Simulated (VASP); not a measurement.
# Pd (Im-3m) in VASP: further runs

The runs below take Pd through single point, with PBE0.

All numbers are computed with VASP 6.6.1; they aren't measurements. Logs are shortened: lines on timing, memory, paths and dates and some standing lists are left out, and cuts for length are marked.

## (1) The cell of the first run

It takes space group Im-3m (No. 229, cubic). Conventional cell: a = 3.102 Å, b = 3.102 Å, c = 3.102 Å, α = 90.00°, β = 90.00°, γ = 90.00°. Within 3.5 Å of Pd (site symmetry m-3m) lie 14 Pd at 2.69 to 3.10 Å.

This isn't the form of Pd at room conditions, which is fcc.

## (2) Single point, PBE0

POSCAR

```
Pd
1.0
   -1.5510313546      1.5510313546      1.5510313546
    1.5510313546     -1.5510313546      1.5510313546
    1.5510313546      1.5510313546     -1.5510313546
Pd
1
Direct
    0.0000000000      0.0000000000      0.0000000000
```

INCAR.step1

```
SYSTEM = Pd
PREC = Accurate
ENCUT = 470
EDIFF = 1E-5
ISMEAR = -1
SIGMA = 0.05
LREAL = .False.
LASPH = .True.
NELM = 120
ALGO = Normal
ISIF = 2
LWAVE = .True.
LCHARG = .False.
GGA = PE
NBANDS = 15
GGA_COMPAT = .False.
```

INCAR.step2

```
SYSTEM = Pd
PREC = Accurate
ENCUT = 470
EDIFF = 1E-6
ISMEAR = -1
SIGMA = 0.05
LREAL = .False.
LASPH = .True.
NELM = 120
ALGO = Normal
ISIF = 2
LWAVE = .False.
LCHARG = .False.
GGA = PE
LHFCALC = .True.
AEXX = 0.25
PRECFOCK = Normal
ISTART = 1
NBANDS = 15
GGA_COMPAT = .False.
```

KPOINTS

```
regular mesh
0
Gamma
  6 6 6
  0 0 0
```

Potentials or basis: VASP PAW PBE potentials, release 64 (Pd_sv_GW).

The run is started by

```console
> cat potpaw_PBE.64/Pd_sv_GW/POTCAR > POTCAR
> cp INCAR.step1 INCAR
> mpirun -np 1 vasp_std > vasp.out
> cp INCAR.step2 INCAR
> mpirun -np 1 vasp_std > vasp.out
```

OUTCAR:

```text
SYSTEM = Pd
   PREC = Accurate
   ENCUT = 470
   EDIFF = 1E-6
   ISMEAR = -1
   LREAL = .False.
   LASPH = .True.
   NELM = 120
   ISIF = 2
   GGA = PE
   LHFCALC = .True.
   AEXX = 0.25
   PRECFOCK = Normal
   ISTART = 1

 ion  position               nearest neighbor table
   1  0.000  0.000  0.000-

  LATTYP: Found a body centered cubic cell.
 ALAT       =     3.1020627092

  Lattice vectors:

 A1 = (  -1.5510313546,   1.5510313546,   1.5510313546)
 A2 = (   1.5510313546,  -1.5510313546,   1.5510313546)
 A3 = (   1.5510313546,   1.5510313546,  -1.5510313546)

Analysis of symmetry for initial positions (statically):
=====================================================================
 Subroutine PRICEL returns:
 Original cell was already a primitive cell.

 Routine SETGRP: Setting up the symmetry group for a
 body centered cubic supercell.

 Subroutine GETGRP returns: Found 48 space group operations
 (whereof 48 operations were pure point group operations)
 out of a pool of 48 trial point group operations.

The static configuration has the point symmetry O_h .

Analysis of symmetry for dynamics (positions and initial velocities):
=====================================================================
 Subroutine PRICEL returns:
 Original cell was already a primitive cell.

 Routine SETGRP: Setting up the symmetry group for a
 body centered cubic supercell.

 Subroutine GETGRP returns: Found 48 space group operations
 (whereof 48 operations were pure point group operations)
 out of a pool of 48 trial point group operations.

The dynamic configuration has the point symmetry O_h .

 Subroutine INISYM returns: Found 48 space group operations
 (whereof 48 operations are pure point group operations),
 and found     1 'primitive' translations

----------------------------------------------------------------------------------------

                                     Primitive cell

  volume of cell :      14.9253

  direct lattice vectors                    reciprocal lattice vectors
    -1.551031355  1.551031355  1.551031355     0.000000000  0.322366146  0.322366146
     1.551031355 -1.551031355  1.551031355     0.322366146  0.000000000  0.322366146
     1.551031355  1.551031355 -1.551031355     0.322366146  0.322366146  0.000000000

  length of vectors
     2.686465110  2.686465110  2.686465110     0.455894576  0.455894576  0.455894576

  position of ions in fractional coordinates (direct lattice)
     0.000000000  0.000000000  0.000000000

  ion indices of the primitive-cell ions
   primitive index   ion index
                 1           1

----------------------------------------------------------------------------------------

 KPOINTS: regular mesh

Automatic generation of k-mesh.
 Grid dimensions read from file:
 generate k-points for:    6    6    6

 Generating k-lattice:

  Cartesian coordinates                     Fractional coordinates (reciprocal lattice)
     0.000000000  0.053727691  0.053727691     0.166666667  0.000000000  0.000000000
     0.053727691  0.000000000  0.053727691     0.000000000  0.166666667  0.000000000
     0.053727691  0.053727691  0.000000000     0.000000000  0.000000000  0.166666667

  Length of vectors
     0.075982429  0.075982429  0.075982429

  Shift w.r.t. Gamma in fractional coordinates (k-lattice)
     0.000000000  0.000000000  0.000000000

 Subroutine IBZKPT returns following result:
 ===========================================

 Found     16 irreducible k-points:

 Following reciprocal coordinates:
            Coordinates               Weight
  0.000000  0.000000  0.000000      1.000000
  0.166667  0.000000  0.000000     12.000000
  0.333333  0.000000  0.000000     12.000000
  0.500000  0.000000  0.000000      6.000000
  0.166667  0.166667  0.000000     24.000000
  0.333333  0.166667  0.000000     48.000000
[... 8 lines left out ...]
  0.500000  0.500000  0.333333     12.000000
  0.500000  0.500000  0.500000      1.000000
   k-points           NKPTS =     16   k-points in BZ     NKDIM =    216   number of bands    NBANDS=     15
   number of dos      NEDOS =    301   number of ions     NIONS =      1
   total plane-waves  NPLWV =   8000
   dimension x,y,z NGX =    20 NGY =   20 NGZ =   20
   dimension x,y,z NGXF=    40 NGYF=   40 NGZF=   40
   ions per type =               1
   NGX,Y,Z   is equivalent  to a cutoff of  12.38, 12.38, 12.38 a.u.
   NGXF,Y,Z  is equivalent  to a cutoff of  24.75, 24.75, 24.75 a.u.
 SYSTEM =  Pd
   PREC   = accura    normal or accurate (medium, high low for compatibility)
   ISTART =      1    job   : 0-new  1-cont  2-samecut
   ICHARG =      0    charge: 1-file 2-atom 10-const
   ISPIN  =      1    spin polarized calculation?
   LNONCOLLINEAR =      F non collinear calculations
   LSORBIT =      F    spin-orbit coupling
   LASPH  =      T    aspherical Exc in radial PAW
   ENCUT  =  470.0 eV  34.54 Ry    5.88 a.u.   4.75  4.75  4.75*2*pi/ulx,y,z
   NELM   =    120;   NELMIN=  2; NELMDL=  0     # of ELM steps
   EDIFF  = 0.1E-05   stopping-criterion for ELM
   LREAL  =      F    real-space projection
   EDIFFG = 0.1E-04   stopping-criterion for IOM
   NSW    =      0    number of steps for IOM
   IBRION =     -1    ionic relax: 0-MD 1-quasi-New 2-CG
   NFREE  =      0    steps in history (QN), initial steepest desc. (CG)
   ISIF   =      2    stress and relaxation
   ISYM   =      3    0-nonsym 1-usesym 2-fastsym
   POTIM  = 0.5000    time-step for ionic-motion
   TEBEG  =    0.0;   TEEND  =   0.0 temperature during run
   PSTRESS=    0.0 pullay stress
   NELECT =      18.0000    total number of electrons
   NUPDOWN=      -1.0000    fix difference up-down
   EMIN   =  10.00;   EMAX   =-10.00  energy-range for DOS
   EFERMI =   0.00;   METHOD = LEGACY
   ISMEAR =    -1;   SIGMA  =   0.05  broadening in eV -4-tet -1-fermi 0-gaus
   EFERMI_NEDOS =   21; number of points for ismear=-14 and -15
   IALGO  =     38    algorithm
   IMIX   =      1    mixing-type and parameters
     AMIX     =   0.40;   BMIX     =  1.00
     AMIX_MAG =   1.60;   BMIX_MAG =  1.00
  volume/ion in A,a.u.               =      14.93       100.72
  Fermi-wavevector in a.u.,A,eV,Ry     =   1.742576  3.292991 41.315064  3.036572
  Thomas-Fermi vector in A             =   2.814814
   LORBIT       =      0    0 simple, 1 ext, 2 COOP (PROOUT), +10 PAW based schemes
   GGA     = PE    functional components
   LHFCALC =     T    Hartree Fock is set to
   PRECFOCK=normal    Normal, Fast or Accurate (Low or Medium for compatibility)
   ENCUT4O =  -1.0   cutoff for four orbital integrals eV
   NKREDX  =     1    reduce k-point grid by
   NKREDY  =     1    reduce k-point grid by
   NKREDZ  =     1    reduce k-point grid by
   AEXX    =    0.2500 exact exchange contribution
   HFSCREEN=    0.0000 screening length (either q_TF or 0.3 A-1)
   HFSCREENC=   0.0000 screening length for correlation (either q_TF or 0.3 A-1)
   ENCUTFOCK=  -1.0 apply spherical cutoff to Coloumb kernel
   IVDW    =     0    specifies the selected vdW correction
   LEPSILON=     F    determine dielectric tensor
   LRPA    =     F    only Hartree local field effects (RPA)
 non-spin polarized calculation
  energy-cutoff  :      470.00
  volume of cell :       14.93
 maximum number of plane-waves:       370
  NGX = 16; NGY = 16; NGZ = 16

 number of electron      17.9999988 magnetization

 Free energy of the ion-electron system (eV)
  ---------------------------------------------------
  ext. energy  EPLUGINS =         0.00000000
  ---------------------------------------------------
  free energy    TOTEN  =        -3.02423106 eV

  energy without entropy =       -3.02104373  energy(sigma->0) =       -3.02263739

 E-fermi :   7.5306     XC(G=0): -10.4948

 val. band max:        6.8511890915   @ k =   0.1667   0.1667   0.0000
 cond. band min:       7.6504547417   @ k =  -0.3333   0.5000   0.1667
 fundamental gap:      0.7992656502
 Fermi energy:         7.5305607009

 k-point     1 :       0.0000    0.0000    0.0000
  band No.  band energies     occupation
      1     -81.2431      2.00000
      2     -45.3520      2.00000
      3     -45.3520      2.00000
      4     -45.3520      2.00000
      5      -0.2170      2.00000
      6       3.7068      2.00000
      7       3.7068      2.00000
      8       3.7068      2.00000
      9       5.6061      2.00000
     10       5.6061      2.00000
     11      28.6054      0.00000
     12      28.6054      0.00000
     13      28.6054      0.00000
     14      37.5717      0.00000
     15      37.5717      0.00000

 k-point     2 :       0.1667    0.0000    0.0000
  band No.  band energies     occupation
      1     -81.2264      2.00000
      2     -45.4715      2.00000
      3     -45.3927      2.00000
      4     -45.3521      2.00000
      5       0.8700      2.00000
      6       3.3617      2.00000
      7       3.7759      2.00000
      8       4.5469      2.00000
      9       5.3349      2.00000
     10       5.6691      2.00000
     11      27.4920      0.00000
     12      28.3243      0.00000
     13      29.8899      0.00000
     14      34.3629      0.00000
     15      34.8732      0.00000

 k-point     3 :       0.3333    0.0000    0.0000
  band No.  band energies     occupation
      1     -81.1930      2.00000
      2     -45.7127      2.00000
      3     -45.4789      2.00000
      4     -45.3573      2.00000
      5       1.5895      2.00000
      6       2.7260      2.00000
      7       5.4124      2.00000
      8       5.8576      2.00000
      9       6.0700      2.00000
     10       6.6268      2.00000
     11      21.7766      0.00000
     12      25.7672      0.00000
     13      29.9951      0.00000
     14      32.6249      0.00000
     15      34.7756      0.00000

 k-point     4 :       0.5000    0.0000    0.0000
  band No.  band energies     occupation
      1     -81.1761      2.00000
      2     -45.8317      2.00000
      3     -45.5226      2.00000
      4     -45.3594      2.00000
      5       1.2549      2.00000
      6       2.4320      2.00000
      7       5.6506      2.00000
      8       5.9717      2.00000
      9       8.6053      0.00000
     10      10.0032      0.00000
     11      17.2880      0.00000
     12      24.4348      0.00000
     13      27.4544      0.00000
     14      34.0716      0.00000
     15      35.7665      0.00000
[... 163 lines left out ...]
 k-point    14 :      -0.3333    0.3333    0.3333
  band No.  band energies     occupation
      1     -81.1524      2.00000
      2     -45.6758      2.00000
      3     -45.6160      2.00000
      4     -45.6160      2.00000
      5       2.1076      2.00000
      6       2.3174      2.00000
      7       5.5865      2.00000
      8       5.5865      2.00000
      9       6.5282      2.00000
     10      12.3013      0.00000
     11      22.8943      0.00000
     12      22.8943      0.00000
     13      26.1237      0.00000
     14      26.9550      0.00000
     15      35.9138      0.00000

 k-point    15 :       0.5000    0.5000    0.3333
  band No.  band energies     occupation
      1     -81.1389      2.00000
      2     -45.7447      2.00000
      3     -45.6651      2.00000
      4     -45.6234      2.00000
      5       1.6216      2.00000
      6       1.8334      2.00000
      7       5.8139      2.00000
      8       6.2925      2.00000
      9       8.3564      0.00000
     10      16.7366      0.00000
     11      17.7595      0.00000
     12      20.8035      0.00000
     13      26.7450      0.00000
     14      28.6693      0.00000
     15      31.6245      0.00000

 k-point    16 :       0.5000    0.5000    0.5000
  band No.  band energies     occupation
      1     -81.1267      2.00000
      2     -45.7155      2.00000
      3     -45.7155      2.00000
      4     -45.7155      2.00000
      5       1.1223      2.00000
      6       1.1223      2.00000
      7       8.2195      0.00000
      8       8.2195      0.00000
      9       8.2195      0.00000
     10      18.5270      0.00000
     11      18.5270      0.00000
     12      18.5270      0.00000
     13      27.1581      0.00000
     14      27.1581      0.00000
     15      27.6597      0.00000

------------------------ aborting loop because EDIFF is reached ----------------------------------------

  FORCE on cell =-STRESS in cart. coord.  units (eV):
  Direction    XX          YY          ZZ          XY          YZ          ZX
  --------------------------------------------------------------------------------------
  -------------------------------------------------------------------------------------
  Total       -0.4103182     -0.4103182     -0.4103182     -0.0000000      0.0000000     -0.0000000
  in kB      -44.0463254    -44.0463254    -44.0463254     -0.0000000      0.0000000     -0.0000000
  external PRESSURE =     -44.0463254 kB  Pullay stress =       0.0000000 kB

 VOLUME and BASIS-vectors are now :
 -----------------------------------------------------------------------------
  energy-cutoff  :      470.00
  volume of cell :       14.93
      direct lattice vectors                 reciprocal lattice vectors
    -1.551031355  1.551031355  1.551031355     0.000000000  0.322366146  0.322366146
     1.551031355 -1.551031355  1.551031355     0.322366146  0.000000000  0.322366146
     1.551031355  1.551031355 -1.551031355     0.322366146  0.322366146  0.000000000

 POSITION                                       TOTAL-FORCE (eV/Angst)
 -----------------------------------------------------------------------------------
      0.00000      0.00000      0.00000         0.000000     -0.000000      0.000000
 -----------------------------------------------------------------------------------
    total drift:                               -0.000000     -0.000002     -0.000004

  FREE ENERGIE OF THE ION-ELECTRON SYSTEM (eV)
  ---------------------------------------------------
  free  energy   TOTEN  =        -3.0242310581 eV

  energy  without entropy=       -3.0210437279  energy(sigma->0) =       -3.02263739
```

Wall time 12 min (1 thread of Intel Xeon Platinum 8559C (Emerald Rapids), shared host); peak memory 0.14 GiB.

Results:

| Property | Result |
| --- | --- |
| Free energy | -3.0242 eV |
| Pressure | -4.4 GPa |
| Band gap on the k mesh | zero (bands 9 and 10 overlap by 3.00 eV) |

Caveat: the k points lie up to 0.48 Å⁻¹ apart, too coarse for converged energies and pressures of a metal; the PAW data sets were made with another functional, which shifts forces and pressure a little.

## (3) Single point, PBE0

This run uses another cell than the first one, of 14.61 Å³/atom.

POSCAR

```
Pd
1.0
   -1.5401846266      1.5401846266      1.5401846266
    1.5401846266     -1.5401846266      1.5401846266
    1.5401846266      1.5401846266     -1.5401846266
Pd
1
Direct
    0.0000000000      0.0000000000      0.0000000000
```

INCAR.step1

```
PREC = Accurate
ENCUT = 470
EDIFF = 1E-5
ISMEAR = -1
SIGMA = 0.05
LREAL = F
LASPH = T
NELM = 120
ALGO = Normal
ISIF = 2
LWAVE = T
NBANDS = 15
GGA = PE
GGA_COMPAT = F
```

INCAR.step2

```
PREC = Accurate
ENCUT = 470
EDIFF = 1E-6
ISMEAR = -1
SIGMA = 0.05
LREAL = F
LASPH = T
NELM = 120
ALGO = Normal
ISIF = 2
LWAVE = F
LCHARG = T
GGA = PE
LHFCALC = T
AEXX = 0.25
PRECFOCK = Normal
LELF = T
LVHAR = T
NBANDS = 15
ISTART = 1
GGA_COMPAT = F
```

KPOINTS

```
Automatic mesh
0
Gamma
  6 6 6
```

Potentials or basis: VASP PAW PBE potentials, release 64 (Pd_sv_GW).

The run is started by

```console
> cat potpaw_PBE.64/Pd_sv_GW/POTCAR > POTCAR
> cp INCAR.step1 INCAR
> mpirun -np 1 vasp_std > vasp.out
> cp INCAR.step2 INCAR
> mpirun -np 1 vasp_std > vasp.out
```

Run time: 7.7 min. Hardware: 1 thread of Intel Xeon 6975P-C (Granite Rapids), shared host; peak memory 0.14 GiB.

The run converged. Its results:

| Property | Result |
| --- | --- |
| Free energy | -3.0206 eV |
| Pressure | -0.4 GPa |
| Band gap on the k mesh | zero (bands 9 and 10 overlap by 3.07 eV) |

Levels at points of the mesh, in eV from the Fermi level:
| k point | band 5 | band 6 | band 7 | band 8 | band 9 | band 10 | band 11 | band 12 | band 13 | band 14 |
| --- | --- | --- | --- | --- | --- | --- | --- | --- | --- | --- |
| (0.00, 0.00, 0.00) | -7.93 | -3.93 | -3.93 | -3.93 | -1.96 | -1.96 | 21.12 | 21.12 | 21.12 | 30.34 |
| (0.50, 0.00, 0.00) | -6.46 | -5.25 | -1.92 | -1.58 | 1.11 | 2.43 | 9.95 | 16.96 | 20.15 | 26.88 |
| (0.50, 0.50, 0.50) | -6.60 | -6.60 | 0.71 | 0.71 | 0.71 | 11.08 | 11.08 | 11.08 | 19.90 | 19.90 |

Caveat: the k points lie up to 0.48 Å⁻¹ apart, too coarse for converged energies and pressures of a metal; the PAW data sets were made with another functional, which shifts forces and pressure a little.

The gap in the log of VASP goes by the Fermi energy; the results here count the filled bands.